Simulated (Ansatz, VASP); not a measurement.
**One calculation of MnPt2, two programs**

Contents of POSCAR:

```
MnPt2
1.0
    2.8000532941      0.0000000000      0.0000000000
   -1.4000266470      2.4249172847      0.0000000000
    0.0000000000      0.0000000000      6.3991501735
Pt Mn
2 1
Direct
    0.6666666667      0.3333333333      0.3162060000
    0.3333333333      0.6666666667      0.6837940000
    0.0000000000      0.0000000000      0.0000000000
```

INCAR.step1

```
  PREC = Accurate
  ENCUT = 520
  ISMEAR = -1
  SIGMA = 0.05
  LREAL = False
  LASPH = True
  NELM = 150
  ISPIN = 2
  MAGMOM = 0 0 4
  LMAXMIX = 4
  NBANDS = 28
  GGA = PE
  ALGO = Normal
  EDIFF = 1E-4
  LWAVE = True
  LCHARG = False
```

INCAR.step2

```
  PREC = Accurate
  ENCUT = 520
  EDIFF = 1E-6
  ISMEAR = -1
  SIGMA = 0.05
  LREAL = False
  LASPH = True
  NELM = 150
  ALGO = Normal
  ISIF = 2
  LWAVE = False
  LCHARG = False
  ISPIN = 2
  MAGMOM = 0 0 4
  LORBIT = 11
  LMAXMIX = 4
  METAGGA = R2SCAN
  LMIXTAU = True
  NBANDS = 28
  ISTART = 1
```

The input KPOINTS:

```
Automatic mesh
0
Gamma
  11 11 4
```

The input input.yaml:

```yaml
crystal:
  lattice:
    - [2.8000532941, 0.0, 0.0]
    - [-1.400026647, 2.4249172847, 0.0]
    - [0.0, 0.0, 6.3991501735]
  atoms:
    - { symbol: Pt, position: [0.6666666667, 0.3333333333, 0.316206] }
    - { symbol: Pt, position: [0.3333333333, 0.6666666667, 0.683794] }
    - { symbol: Mn, position: [0.0, 0.0, 0.0], spin: 4.0 }
hamiltonian:
  xc: r2scan
  pseudopotentials: { kind: paw }
magnetization:
  spin_polarized: true
kpoints:
  mp_grid: { grid: [11, 11, 4] }
scf:
  occupations: { method: fermi_dirac, width: 0.05 }
output:
  forces: true
  stress: true
  eigenvalues: true
  write_density: true
  write_potential: true
  elf: true
  volumetric_format: npy
```

Alike in both runs: task single point; functional r2SCAN; k mesh 11 × 11 × 4; occupations fermi-dirac, width 0.05 eV; collinear spin.

```csv
,VASP,Ansatz
version,VASP 6.6.1,Ansatz 0.2.0
potentials or method,"VASP PAW PBE potentials, release 64 (Pt, Mn_pv)",Ansatz PAW
plane-wave cutoff (eV),520,500
valence electrons in the cell,33,51
```

```csv
,VASP,Ansatz,Ansatz less VASP
gap on the k mesh at the Fermi level (eV),none,none,-
pressure (GPa),12.2,11.6,-0.62
"traceless stress, the component that is largest in VASP (GPa)",2.47,2.32,-0.147
rms of the force components (eV/Å),0.095,0.091,-0.0043
net moment per atom (μB),1.59,1.59,0.000
size of the moment on the site where the two differ most (μB),3.98,3.94,-0.037
```

VASP's potentials were made for PBE, not for r2SCAN. Site moments also hang on the region over which each program counts them. Atom by atom the forces differ by 0.004 eV/Å (rms over components). A gap of «none» marks a metal or a gap that the smearing closes. VASP's potentials hold 33 valence electrons a cell and Ansatz's 51, so a difference there can come from the potentials and not from the codes.

Neither program's run includes spin-orbit coupling. Noted on Ansatz's run: the magnetic or orbital state may not be the lowest.
